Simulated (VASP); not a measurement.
# Ga2O3 (R-3c) in VASP: a series of runs, part 2 of 2

VASP 6.6.1. Earlier steps stand in the parts before.

## (3) Single point, r2SCAN (strain -1.0%)

Input file POSCAR:

```
Ga2O3
1.0
    2.4673371466      1.4245177658      4.4358375795
   -2.4673371466      1.4245177658      4.4358375795
    0.0000000000     -2.8490355315      4.4358375795
Ga O
4 6
Direct
    0.8553712405      0.8553712405      0.8553712405
    0.3553712405      0.3553712405      0.3553712405
    0.1446287595      0.1446287595      0.1446287595
    0.6446287595      0.6446287595      0.6446287595
    0.4463552219      0.0536447781      0.7500000000
    0.0536447781      0.7500000000      0.4463552219
    0.5536447781      0.9463552219      0.2500000000
    0.2500000000      0.5536447781      0.9463552219
    0.9463552219      0.2500000000      0.5536447781
    0.7500000000      0.4463552219      0.0536447781
```

Input file INCAR.step1:

```
SYSTEM = Ga2O3
PREC = Accurate
ENCUT = 520
ISMEAR = 0
SIGMA = 0.01
LREAL = .False.
LASPH = .True.
NELM = 60
NBANDS = 55
GGA = PE
ALGO = Normal
EDIFF = 1E-4
LWAVE = .True.
LCHARG = .False.
```

Input file INCAR.step2:

```
SYSTEM = Ga2O3
PREC = Accurate
ENCUT = 520
EDIFF = 1E-7
ISMEAR = 0
SIGMA = 0.01
LREAL = .False.
LASPH = .True.
NELM = 60
ALGO = Normal
ISIF = 2
LWAVE = .False.
LCHARG = .False.
METAGGA = R2SCAN
LMIXTAU = .True.
NBANDS = 55
ISTART = 1
```

Input file KPOINTS:

```
regular mesh
0
Gamma
  6 6 6
  0 0 0
```

Potentials or basis: VASP PAW PBE potentials, release 64 (Ga_d, O).

Run with:

```bash
> cat potpaw_PBE.64/Ga_d/POTCAR potpaw_PBE.64/O/POTCAR > POTCAR
> cp INCAR.step1 INCAR
> mpirun -np 1 vasp_std > vasp.out
> cp INCAR.step2 INCAR
> mpirun -np 1 vasp_std > vasp.out
```

OUTCAR:

```text
SYSTEM = Ga2O3
   PREC = Accurate
   ENCUT = 520
   EDIFF = 1E-7
   ISMEAR = 0
   LREAL = .False.
   LASPH = .True.
   NELM = 60
   ISIF = 2
   METAGGA = R2SCAN
   ISTART = 1

 ion  position               nearest neighbor table
   1  0.855  0.855  0.855-   7 1.91   8 1.91   9 1.91   6 2.05   5 2.05  10 2.05   4 2.80   3 2.91
                             3 2.91   3 2.91
   2  0.355  0.355  0.355-   5 1.91   6 1.91  10 1.91   8 2.05   7 2.05   9 2.05   3 2.80   4 2.91
                             4 2.91   4 2.91
   3  0.145  0.145  0.145-   5 1.91  10 1.91   6 1.91   9 2.05   7 2.05   8 2.05   2 2.80   1 2.91
                             1 2.91   1 2.91
   4  0.645  0.645  0.645-   7 1.91   9 1.91   8 1.91  10 2.05   5 2.05   6 2.05   1 2.80   2 2.91
                             2 2.91   2 2.91
   5  0.446  0.054  0.750-   2 1.91   3 1.91   1 2.05   4 2.05
   6  0.054  0.750  0.446-   2 1.91   3 1.91   1 2.05   4 2.05
   7  0.554  0.946  0.250-   1 1.91   4 1.91   3 2.05   2 2.05
   8  0.250  0.554  0.946-   1 1.91   4 1.91   2 2.05   3 2.05
   9  0.946  0.250  0.554-   4 1.91   1 1.91   3 2.05   2 2.05
  10  0.750  0.446  0.054-   3 1.91   2 1.91   4 2.05   1 2.05

  LATTYP: Found a trigonal (rhomboedric) cell.
 ALAT       =     5.2719691285
 COS(alpha) =     0.5619322590

  Lattice vectors:

 A1 = (   2.4673371466,   1.4245177658,   4.4358375795)
 A2 = (  -2.4673371466,   1.4245177658,   4.4358375795)
 A3 = (   0.0000000000,  -2.8490355315,   4.4358375795)

Analysis of symmetry for initial positions (statically):
=====================================================================
 Subroutine PRICEL returns:
 Original cell was already a primitive cell.

 Routine SETGRP: Setting up the symmetry group for a
 trigonal (rhombohedral) supercell.

 Subroutine GETGRP returns: Found 12 space group operations
 (whereof  6 operations were pure point group operations)
 out of a pool of 12 trial point group operations.

The static configuration has the point symmetry S_6 .
 The point group associated with its full space group is D_3d.

Analysis of symmetry for dynamics (positions and initial velocities):
=====================================================================
 Subroutine PRICEL returns:
 Original cell was already a primitive cell.

 Routine SETGRP: Setting up the symmetry group for a
 trigonal (rhombohedral) supercell.

 Subroutine GETGRP returns: Found 12 space group operations
 (whereof  6 operations were pure point group operations)
 out of a pool of 12 trial point group operations.

The dynamic configuration has the point symmetry S_6 .
 The point group associated with its full space group is D_3d.

 Subroutine INISYM returns: Found 12 space group operations
 (whereof  6 operations are pure point group operations),
 and found     1 'primitive' translations

----------------------------------------------------------------------------------------

                                     Primitive cell

  volume of cell :      93.5456

  direct lattice vectors                    reciprocal lattice vectors
     2.467337147  1.424517766  4.435837580     0.202647620  0.116998658  0.075145523
[... 64 lines left out ...]
  0.333333  0.166667 -0.000000     12.000000
[... 16 lines left out ...]
  0.500000  0.500000  0.166667      6.000000
 -0.333333  0.500000  0.166667     12.000000
 [... further k-points ...]
   k-points           NKPTS =     32   k-points in BZ     NKDIM =     32   number of bands    NBANDS=     55
   number of dos      NEDOS =    301   number of ions     NIONS =     10
   total plane-waves  NPLWV =  64000
   dimension x,y,z NGX =    40 NGY =   40 NGZ =   40
   dimension x,y,z NGXF=    80 NGYF=   80 NGZF=   80
   ions per type =               4   6
   NGX,Y,Z   is equivalent  to a cutoff of  12.61, 12.61, 12.61 a.u.
   NGXF,Y,Z  is equivalent  to a cutoff of  25.23, 25.23, 25.23 a.u.
 SYSTEM =  Ga2O3
   PREC   = accura    normal or accurate (medium, high low for compatibility)
   ISTART =      1    job   : 0-new  1-cont  2-samecut
   ICHARG =      0    charge: 1-file 2-atom 10-const
   ISPIN  =      1    spin polarized calculation?
   LNONCOLLINEAR =      F non collinear calculations
   LSORBIT =      F    spin-orbit coupling
   LASPH  =      T    aspherical Exc in radial PAW
   ENCUT  =  520.0 eV  38.22 Ry    6.18 a.u.   9.80  9.80  9.80*2*pi/ulx,y,z
   NELM   =     60;   NELMIN=  2; NELMDL=  0     # of ELM steps
   EDIFF  = 0.1E-06   stopping-criterion for ELM
   LREAL  =      F    real-space projection
   EDIFFG = 0.1E-05   stopping-criterion for IOM
   NSW    =      0    number of steps for IOM
   IBRION =     -1    ionic relax: 0-MD 1-quasi-New 2-CG
   NFREE  =      0    steps in history (QN), initial steepest desc. (CG)
   ISIF   =      2    stress and relaxation
   ISYM   =      2    0-nonsym 1-usesym 2-fastsym
   POTIM  = 0.5000    time-step for ionic-motion
   TEBEG  =    0.0;   TEEND  =   0.0 temperature during run
   PSTRESS=    0.0 pullay stress
   NELECT =      88.0000    total number of electrons
   NUPDOWN=      -1.0000    fix difference up-down
   EMIN   =  10.00;   EMAX   =-10.00  energy-range for DOS
   EFERMI =   0.00;   METHOD = LEGACY
   ISMEAR =     0;   SIGMA  =   0.01  broadening in eV -4-tet -1-fermi 0-gaus
   EFERMI_NEDOS =   21; number of points for ismear=-14 and -15
   IALGO  =     38    algorithm
   IMIX   =      4    mixing-type and parameters
     AMIX     =   0.40;   BMIX     =  1.00
     AMIX_MAG =   1.60;   BMIX_MAG =  1.00
  volume/ion in A,a.u.               =       9.35        63.13
  Fermi-wavevector in a.u.,A,eV,Ry     =   1.604087  3.031285 35.009093  2.573096
  Thomas-Fermi vector in A             =   2.700647
   LORBIT       =      0    0 simple, 1 ext, 2 COOP (PROOUT), +10 PAW based schemes
   METAGGA = R2SCAN    functional components
   LHFCALC =     F    Hartree Fock is set to
   AEXX    =    0.0000 exact exchange contribution
   IVDW    =     0    specifies the selected vdW correction
   LEPSILON=     F    determine dielectric tensor
   LRPA    =     F    only Hartree local field effects (RPA)
 non-spin polarized calculation
 Gauss-broadening in eV      SIGMA  =   0.01
  energy-cutoff  :      520.00
  volume of cell :       93.55
 maximum number of plane-waves:      2546
   NGX = 19   NGY = 19   NGZ = 19

 number of electron      87.9999982 magnetization

 Free energy of the ion-electron system (eV)
  ---------------------------------------------------
  ext. energy  EPLUGINS =         0.00000000
  ---------------------------------------------------
  free energy    TOTEN  =      -102.22251413 eV

  energy without entropy =     -102.22251413  energy(sigma->0) =     -102.22251413

 E-fermi :   4.5206     XC(G=0): -13.3513

 val. band max:        4.4558157283   @ k =  -0.1667   0.1667   0.0000
 cond. band min:       8.3441335000   @ k =   0.0000   0.0000   0.0000
 fundamental gap:      3.8883177717
 Fermi energy:         4.5205592808

 k-point     1 :       0.0000    0.0000    0.0000
  band No.  band energies     occupation
      1     -15.7170      2.00000
      2     -13.6219      2.00000
      3     -13.6116      2.00000
      4     -13.6116      2.00000
      5     -13.5807      2.00000
      6     -13.5807      2.00000
[... 1381 lines left out ...]
     54      17.7434      0.00000
     55      18.0827      0.00000

 [... further k-points ...]

------------------------ aborting loop because EDIFF is reached ----------------------------------------

  FORCE on cell =-STRESS in cart. coord.  units (eV):
  Direction    XX          YY          ZZ          XY          YZ          ZX
  --------------------------------------------------------------------------------------
  -------------------------------------------------------------------------------------
  Total        5.9931131      5.9931131      5.1305478     -0.0000000      0.0000000      0.0000000
  in kB      102.6454743    102.6454743     87.8721117     -0.0000000      0.0000000      0.0000000
  external PRESSURE =      97.7210201 kB  Pullay stress =       0.0000000 kB

 VOLUME and BASIS-vectors are now :
 -----------------------------------------------------------------------------
  energy-cutoff  :      520.00
  volume of cell :       93.55
      direct lattice vectors                 reciprocal lattice vectors
     2.467337147  1.424517766  4.435837580     0.202647620  0.116998658  0.075145523
    -2.467337147  1.424517766  4.435837580    -0.202647620  0.116998658  0.075145523
     0.000000000 -2.849035532  4.435837580     0.000000000 -0.233997316  0.075145523

 POSITION                                       TOTAL-FORCE (eV/Angst)
 -----------------------------------------------------------------------------------
      0.00000      0.00000     11.38286        -0.000000     -0.000000     -0.035214
      0.00000      0.00000      4.72911        -0.000000     -0.000000     -0.035214
      0.00000      0.00000      1.92465        -0.000000      0.000000      0.035214
      0.00000      0.00000      8.57841        -0.000000      0.000000      0.035214
      0.96895     -1.42452      5.54480         0.040737      0.000000     -0.000000
     -1.71814     -0.12688      5.54480        -0.020369     -0.035279     -0.000000
     -0.96895      1.42452      7.76272        -0.040737      0.000000     -0.000000
     -0.74919     -1.55139      7.76272         0.020369     -0.035279     -0.000000
      1.71814      0.12688      7.76272         0.020369      0.035279     -0.000000
      0.74919      1.55139      5.54480        -0.020369      0.035279     -0.000000
 -----------------------------------------------------------------------------------
    total drift:                                0.000000     -0.000000     -0.000000

  FREE ENERGIE OF THE ION-ELECTRON SYSTEM (eV)
  ---------------------------------------------------
  free  energy   TOTEN  =      -102.2225141338 eV

  energy  without entropy=     -102.2225141338  energy(sigma->0) =     -102.22251413
```

Wall time 8.3 min (1 thread of Intel Xeon 6975P-C (Granite Rapids), shared host); peak memory 0.32 GiB.

Results:

| Item | Value |
| --- | --- |
| Free energy | -102.2225 eV |
| Pressure | 9.8 GPa |
| Largest force | 0.041 eV/Å |
| Band gap on the k mesh | 3.89 eV (least direct gap 4.17 eV) |

Forces on the atoms (eV/Å):
```
Ga   0.000  0.000 -0.035
Ga   0.000  0.000 -0.035
Ga   0.000  0.000  0.035
Ga   0.000  0.000  0.035
O    0.041  0.000  0.000
O   -0.020 -0.035  0.000
O   -0.041  0.000  0.000
O    0.020 -0.035  0.000
O    0.020  0.035  0.000
O   -0.020  0.035  0.000
```

Stress tensor (GPa, compression positive):
```
10.26  0.00  0.00
 0.00 10.26  0.00
 0.00  0.00  8.79
```

Caveat: the cell differs from its parent crystal (strain -1.0%); the cell stands under pressure; the PAW data sets were made with another functional, which shifts forces and pressure a little. A k mesh can miss the band edges.
